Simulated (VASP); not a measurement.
AlHCl4:

```
Al H Cl
1.0
     4.14681    0.00000    0.00000
     0.00000    4.14681    0.00000
     0.00000    0.00000    7.28829
Al H Cl
1 1 4
Direct
  0.00000 0.00000 0.00000
  0.50000 0.50000 0.50000
  0.50000 0.00000 0.00000
  0.00000 0.50000 0.00000
  0.00000 0.00000 0.27370
  0.00000 0.00000 0.72630
```

```yaml
Program: VASP 6.6.1
Task: relaxation of cell and atoms
Functional: PBE
Potentials_or_basis: VASP PAW PBE potentials, release 64 (Al, H, Cl)
Cutoff: 600 eV
k_mesh: 4 × 4 × 4
Occupations: gaussian, width 0.1 eV
Spin: no spin polarisation
```

At the start: pressure 23.9 GPa; volume 20.89 Å³/atom.

**Question.** Where does the relaxation end?

**Answer.** Over 13 steps the energy falls by 506.4 meV/atom and the volume is 29.14 Å³/atom (+39.5 %); space group P4/mmm (No. 123, to 0.05 Å).

The path:
| step | energy change (eV) | largest force (eV/Å) | pressure (GPa) | volume (Å³) |
| --- | --- | --- | --- | --- |
| 1 | 0.0000 | 5.1706 | 23.93 | 125.33 |
| 2 | -2.1898 | 1.5404 | -3.74 | 190.84 |
| 3 | -2.7687 | 0.6375 | 1.00 | 162.18 |
| 4 | -2.7684 | 0.6837 | 0.78 | 162.98 |
| 5 | -2.9526 | 0.5442 | 0.08 | 167.81 |
| 6 | -3.0268 | 0.0772 | -0.17 | 174.66 |
| 7 | -3.0306 | 0.1997 | -0.17 | 173.36 |
| 8 | -3.0306 | 0.1826 | -0.17 | 173.56 |
| 9 | -3.0333 | 0.0404 | 0.21 | 172.75 |
| 10 | -3.0333 | 0.0344 | 0.16 | 172.71 |
| 11 | -3.0356 | 0.0424 | 0.12 | 173.19 |
| 12 | -3.0377 | 0.0655 | 0.01 | 174.34 |
| 13 | -3.0384 | 0.0142 | 0.12 | 174.86 |

Final structure:
```
Al H Cl
1.0
     4.74053    0.00000    0.00000
     0.00000    4.74053    0.00000
     0.00000    0.00000    7.78117
Al H Cl
1 1 4
Cartesian
  0.0000 0.0000 0.0000
  2.3703 2.3703 3.8906
  2.3703 0.0000 0.0000
  4.7405 2.3703 0.0000
  4.7405 0.0000 2.2105
  0.0000 0.0000 5.5707
```

Caveat: the k points lie up to 0.33 Å⁻¹ apart in the final cell; the volume moved by over 15 % at a fixed basis, so the end points are rough.
